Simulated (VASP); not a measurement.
The system is As.

```
CELL_PARAMETERS angstrom
4.13100 0.00000 0.00000
2.41839 3.34911 0.00000
2.41839 1.23667 3.11243
ATOMIC_POSITIONS crystal
As 0.77400 0.77400 0.77400
As 0.22600 0.22600 0.22600
```

Base run:

| Property | Result |
| --- | --- |
| Program | VASP 6.6.1 |
| Functional | PBE |
| Potentials or basis | VASP PAW PBE potentials, release 64 (As) |
| Cutoff | 500 eV |
| k mesh | 9 × 9 × 9 |
| Occupations | methfessel-paxton, width 0.05 eV |
| Spin | no spin polarisation |

Its results: band gap on the k mesh zero (band 5 reaches 5.50 eV, above the bottom of band 6 at 5.39 eV); pressure 4.1 GPa; largest force 0.492 eV/Å.

Problem. The run is repeated on the same cell with these changes: k mesh from 9 × 9 × 9 to 3 × 3 × 3. What comes out?

Solution. Band gap on the k mesh 1.33 eV, indirect (least direct gap 1.73 eV); pressure 4.6 GPa; largest force 0.127 eV/Å.

Caveats: some runs use coarse meshes.

A k mesh can miss the band edges.
